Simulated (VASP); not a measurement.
Set up this calculation in VASP 6.6.1, as the native input.

| Property | Result |
| --- | --- |
| Task | single point |
| Functional | PBE |
| Dispersion | D3(BJ) |
| Potentials or basis | VASP PAW PBE potentials, release 64 (Pb_d, O) |
| Cutoff | 520 eV |
| k mesh | 6 × 6 × 1 |
| Occupations | gaussian, width 0.02 eV |
| Spin | no spin polarisation |
| Dipole correction | yes |
| Further INCAR settings | ALGO = Normal; EDIFF = 1e-06; NBANDS = 28 |

The structure of PbO lies in POSCAR:

```
PbO
1.0
    4.3330000000      0.0000000000      0.0000000000
    0.0000000000      4.3330000000      0.0000000000
    0.0000000000      0.0000000000     30.7493267952
Pb O
2 2
Direct
    0.5000000000      0.0000000000      0.4607471081
    0.0000000000      0.5000000000      0.5392528919
    0.0000000000      0.0000000000      0.5000000000
    0.5000000000      0.5000000000      0.5000000000
```

The input as run:

INCAR

```
ALGO     = Normal         # electronic algorithm
DIPOL    = 0.5 0.5 0.500
EDIFF    = 1E-6           # SCF threshold, eV
ENCUT    = 520            # plane-wave cutoff, eV
GGA      = PE             # functional
IDIPOL   = 3            
ISIF     = 2              # what is computed and relaxed
ISMEAR   = 0              # smearing method
IVDW     = 12             # dispersion correction
LASPH    = T              # aspherical terms in the spheres
LCHARG   = T              # write CHGCAR
LDIPOL   = T            
LELF     = T              # ELF
LREAL    = F              # projectors in reciprocal space
LVACPOTAV= T            
LVHAR    = T            
LWAVE    = F              # write WAVECAR
NBANDS   = 28             # bands
NELM     = 80             # most SCF steps
PREC     = Accurate       # precision mode
SIGMA    = 0.02           # smearing width, eV
```

KPOINTS

```
k-points
0
Gamma
  6 6 1
```

Potentials or basis: VASP PAW PBE potentials, release 64 (Pb_d, O).

Command:

```sh
$ cat potpaw_PBE.64/Pb_d/POTCAR potpaw_PBE.64/O/POTCAR > POTCAR
$ mpirun -np 1 vasp_std > vasp.out
```

It gave:

The largest force is 1.145 eV/Å and the band gap on the k mesh is 2.09 eV. The dispersion energy per atom is -0.126 eV.

Caveat: spin-orbit coupling is left out, which moves the levels of the heavy elements.

It took 7.9 min on 1 thread of Intel Xeon 8259CL, with other jobs on the host, peak memory 0.6 GiB.
